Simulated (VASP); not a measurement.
# LaOF (a cell with a defect) in VASP: single point with r2SCAN

Aim: the single point of LaOF (a cell with a defect) with r2SCAN.

Everything below comes from runs of VASP 6.6.1. Logs are shortened: lines on timing, memory, paths and dates and some standing lists are left out, and cuts for length are marked.

## 1. The cell of the first run

The cell holds a defect, 6 atoms: a = 3.903 Å, b = 3.941 Å, c = 6.972 Å, α = 105.88°, β = 106.19°, γ = 59.52°.

## 2. Single point, r2SCAN

POSCAR reads:

```
LaOF
1.0
    1.9279390000      3.3935680000      0.0069950000
   -1.9655050000      3.4152570000      0.0197480000
   -0.0086850000     -2.2439320000      6.6011680000
La O F
2 2 2
Direct
    0.2390450000      0.2341070000      0.7164120000
    0.7775370000      0.7337900000      0.2729320000
    0.3508580000      0.3750760000      0.1149380000
    0.8820330000      0.8799040000      0.6364760000
    0.6025680000      0.6456440000      0.8948310000
    0.1067170000      0.1460130000      0.3636250000
```

INCAR.step1 reads:

```
  ALGO = Normal
  EDIFF = 1E-4
  ENCUT = 520
  GGA = PE
  ISMEAR = -1
  LASPH = T
  LCHARG = F
  LREAL = F
  LWAVE = T
  NBANDS = 33
  NELECT = 47.0
  NELM = 60
  PREC = Accurate
  SIGMA = 0.0166
```

INCAR.step2 reads:

```
  ALGO = Normal
  EDIFF = 1E-6
  ENCUT = 520
  ISIF = 2
  ISMEAR = -1
  ISTART = 1
  LASPH = T
  LCHARG = F
  LMIXTAU = T
  LREAL = F
  LWAVE = F
  METAGGA = R2SCAN
  NBANDS = 33
  NELECT = 47.0
  NELM = 60
  PREC = Accurate
  SIGMA = 0.0166
```

KPOINTS reads:

```
Automatic mesh
0
Gamma
  5 5 3
  0 0 0.5
```

Potentials or basis: VASP PAW PBE potentials, release 64 (La, O, F).

Run with:

```sh
$ cat potpaw_PBE.64/La/POTCAR potpaw_PBE.64/O/POTCAR potpaw_PBE.64/F/POTCAR > POTCAR
$ cp INCAR.step1 INCAR
$ mpirun -np 1 vasp_std > vasp.out
$ cp INCAR.step2 INCAR
$ mpirun -np 1 vasp_std > vasp.out
```

OUTCAR:

```text
EDIFF = 1E-6
   ENCUT = 520
   ISIF = 2
   ISMEAR = -1
   ISTART = 1
   LASPH = T
   LREAL = F
   METAGGA = R2SCAN
   NELECT = 47.0
   NELM = 60
   PREC = Accurate

 ion  position               nearest neighbor table
   1  0.239  0.234  0.716-   4 2.31   4 2.31   6 2.33   4 2.34   5 2.49   5 2.54   5 2.62   3 2.64
                             2 3.65
   2  0.778  0.734  0.273-   6 2.18   3 2.35   4 2.41   6 2.41   6 2.44   5 2.50   3 2.55   3 2.57
                             1 3.65
   3  0.351  0.375  0.115-   2 2.35   2 2.55   2 2.57   1 2.64
   4  0.882  0.880  0.636-   1 2.31   1 2.31   1 2.34   2 2.41
   5  0.603  0.646  0.895-   1 2.49   2 2.50   1 2.54   1 2.62
   6  0.107  0.146  0.364-   2 2.18   1 2.33   2 2.41   2 2.44

  LATTYP: Found a triclinic cell.
 ALAT       =     3.9029862270
 B/A-ratio  =     0.9975759764
 C/A-ratio  =     1.7863601889
 COS(alpha) =     0.0025539713
 COS(beta)  =     0.2787541997
 COS(gamma) =     0.4891054565

  Lattice vectors:

 A1 = (   1.9279390000,   3.3935680000,   0.0069950000)
 A2 = (   3.8934440000,  -0.0216890000,  -0.0127530000)
 A3 = (   0.0086850000,   2.2439320000,  -6.6011680000)

Analysis of symmetry for initial positions (statically):
=====================================================================
 Subroutine PRICEL returns:
 Original cell was already a primitive cell.

 Routine SETGRP: Setting up the symmetry group for a
 triclinic supercell.

 Subroutine GETGRP returns: Found  1 space group operations
 (whereof  1 operations were pure point group operations)
 out of a pool of  2 trial point group operations.

The static configuration has the point symmetry C_1 .

Analysis of symmetry for dynamics (positions and initial velocities):
=====================================================================
 Subroutine PRICEL returns:
 Original cell was already a primitive cell.

 Routine SETGRP: Setting up the symmetry group for a
 triclinic supercell.

 Subroutine GETGRP returns: Found  1 space group operations
 (whereof  1 operations were pure point group operations)
 out of a pool of  2 trial point group operations.

The dynamic configuration has the point symmetry C_1 .

 Subroutine INISYM returns: Found  1 space group operations
 (whereof  1 operations are pure point group operations),
 and found     1 'primitive' translations
[... 102 lines left out ...]
   NELM   =     60;   NELMIN=  2; NELMDL=  0     # of ELM steps
   EDIFF  = 0.1E-05   stopping-criterion for ELM
   LREAL  =      F    real-space projection
   EDIFFG = 0.1E-04   stopping-criterion for IOM
   NSW    =      0    number of steps for IOM
   IBRION =     -1    ionic relax: 0-MD 1-quasi-New 2-CG
   NFREE  =      0    steps in history (QN), initial steepest desc. (CG)
   ISIF   =      2    stress and relaxation
   ISYM   =      2    0-nonsym 1-usesym 2-fastsym
   POTIM  = 0.5000    time-step for ionic-motion
   TEBEG  =    0.0;   TEEND  =   0.0 temperature during run
   PSTRESS=    0.0 pullay stress
   NELECT =      47.0000    total number of electrons
   NUPDOWN=      -1.0000    fix difference up-down
   EMIN   =  10.00;   EMAX   =-10.00  energy-range for DOS
   EFERMI =   0.00;   METHOD = LEGACY
   ISMEAR =    -1;   SIGMA  =   0.02  broadening in eV -4-tet -1-fermi 0-gaus
   EFERMI_NEDOS =   21; number of points for ismear=-14 and -15
   IALGO  =     38    algorithm
   IMIX   =      4    mixing-type and parameters
     AMIX     =   0.40;   BMIX     =  1.00
     AMIX_MAG =   1.60;   BMIX_MAG =  1.00
  volume/ion in A,a.u.               =      14.60        98.54
  Fermi-wavevector in a.u.,A,eV,Ry     =   1.330213  2.513739 24.075066  1.769467
  Thomas-Fermi vector in A             =   2.459317
   LORBIT       =      0    0 simple, 1 ext, 2 COOP (PROOUT), +10 PAW based schemes
   METAGGA = R2SCAN    functional components
   LHFCALC =     F    Hartree Fock is set to
   AEXX    =    0.0000 exact exchange contribution
   IVDW    =     0    specifies the selected vdW correction
   LEPSILON=     F    determine dielectric tensor
   LRPA    =     F    only Hartree local field effects (RPA)
 non-spin polarized calculation
  energy-cutoff  :      520.00
  volume of cell :       87.61
 maximum number of plane-waves:      2377
 NGX is ok and might be reduce to    30
   NGX = 15   NGY = 15   NGZ = 25

 number of electron      47.0000006 magnetization

 Free energy of the ion-electron system (eV)
  ---------------------------------------------------
  ext. energy  EPLUGINS =         0.00000000
  ---------------------------------------------------
  free energy    TOTEN  =      -105.93883076 eV

  energy without entropy =     -105.92435172  energy(sigma->0) =     -105.93159124

 E-fermi :   4.5399     XC(G=0): -10.9791

 val. band max:        4.5390139950   @ k =   0.4000   0.0000   0.1667
 cond. band min:       4.5447485960   @ k =   0.0000   0.4000   0.1667
 fundamental gap:      0.0057346010
 Fermi energy:         4.5398655012

 k-point     1 :       0.0000    0.0000    0.1667
  band No.  band energies     occupation
      1     -25.4939      2.00000
      2     -24.8104      2.00000
      3     -19.7405      2.00000
      4     -17.3144      2.00000
      5     -12.4022      2.00000
      6     -11.5210      2.00000
[... 853 lines left out ...]
     32      11.8122      0.00000
     33      11.8495      0.00000

 [... further k-points ...]

------------------------ aborting loop because EDIFF is reached ----------------------------------------

  FORCE on cell =-STRESS in cart. coord.  units (eV):
  Direction    XX          YY          ZZ          XY          YZ          ZX
  --------------------------------------------------------------------------------------
  -------------------------------------------------------------------------------------
  Total        0.2351559     -1.5635580     -4.4246181     -1.3324062     -0.7379953      1.2231979
  in kB        4.3003903    -28.5934188    -80.9147831    -24.3662515    -13.4960198     22.3691152
  external PRESSURE =     -35.0692705 kB  Pullay stress =       0.0000000 kB

 VOLUME and BASIS-vectors are now :
 -----------------------------------------------------------------------------
  energy-cutoff  :      520.00
  volume of cell :       87.61
      direct lattice vectors                 reciprocal lattice vectors
     1.927939000  3.393568000  0.006995000     0.257832983  0.148091693  0.050679966
    -1.965505000  3.415257000  0.019748000    -0.255872161  0.145263882  0.049042840
    -0.008685000 -2.243932000  6.601168000     0.000492250 -0.000591497  0.151287923

 POSITION                                       TOTAL-FORCE (eV/Angst)
 -----------------------------------------------------------------------------------
     -0.00550      0.00317      4.73545        -0.175487      0.020728      4.444547
      0.05441      4.53227      1.82160        -1.752921      0.654787     -3.713207
     -0.06178      2.21373      0.76859         0.231651      0.377261      0.715143
     -0.03448      4.57013      4.22503        -0.062867     -0.177241     -1.291987
     -0.11507      2.24196      5.92389         0.275035      0.067155     -0.410703
     -0.08440      0.04487      2.40398         1.484590     -0.942689      0.256207
 -----------------------------------------------------------------------------------
    total drift:                               -0.000231      0.007165     -0.003392

  FREE ENERGIE OF THE ION-ELECTRON SYSTEM (eV)
  ---------------------------------------------------
  free  energy   TOTEN  =      -105.9388307620 eV

  energy  without entropy=     -105.9243517224  energy(sigma->0) =     -105.93159124
```

OUTCAR.step1:

```text
EDIFF = 1E-4
   ENCUT = 520
   GGA = PE
   ISMEAR = -1
   LASPH = T
[... 1107 lines left out ...]
     -0.06178      2.21373      0.76859         0.210387      0.361290      0.701672
     -0.03448      4.57013      4.22503        -0.062824     -0.171371     -1.235011
     -0.11507      2.24196      5.92389         0.257593      0.062925     -0.386755
     -0.08440      0.04487      2.40398         1.429658     -0.910879      0.247586
 -----------------------------------------------------------------------------------
    total drift:                               -0.001750      0.000307     -0.014319

  FREE ENERGIE OF THE ION-ELECTRON SYSTEM (eV)
  ---------------------------------------------------
  free  energy   TOTEN  =       -49.9791486759 eV

  energy  without entropy=      -49.9645396108  energy(sigma->0) =      -49.97184414
```

It took 9 min on 1 thread of Intel Xeon Platinum 8488C (Sapphire Rapids), shared host; peak memory 0.29 GiB.

Results:

| Quantity | Value |
| --- | --- |
| Free energy | -105.9388 eV |
| Largest force | 4.448 eV/Å |

Forces on the atoms (eV/Å):
```
La  -0.175  0.021  4.445
La  -1.753  0.655 -3.713
O    0.232  0.377  0.715
O   -0.063 -0.177 -1.292
F    0.275  0.067 -0.411
F    1.485 -0.943  0.256
```

Levels at points of the mesh, in eV from the Fermi level:
| k point | band 21 | band 22 | band 23 | band 24 | band 25 | band 26 | band 27 | band 28 |
| --- | --- | --- | --- | --- | --- | --- | --- | --- |
| (0.00, 0.00, 0.50) | -0.83 | -0.55 | -0.33 | -0.27 | 6.34 | 6.83 | 6.94 | 7.09 |

Caveat: the k points lie up to 0.38 Å⁻¹ apart; the cell carries a net charge on a neutralising background, which shifts energy and pressure; the cell is charged against a uniform background, so pressure and absolute levels hang on convention; the PAW data sets were made with another functional, which shifts forces and pressure a little; spin-orbit coupling is left out, which moves the levels of the heavy elements; an odd number of electrons without spin polarisation forces a metal; a magnetic or distorted state may lie lower.
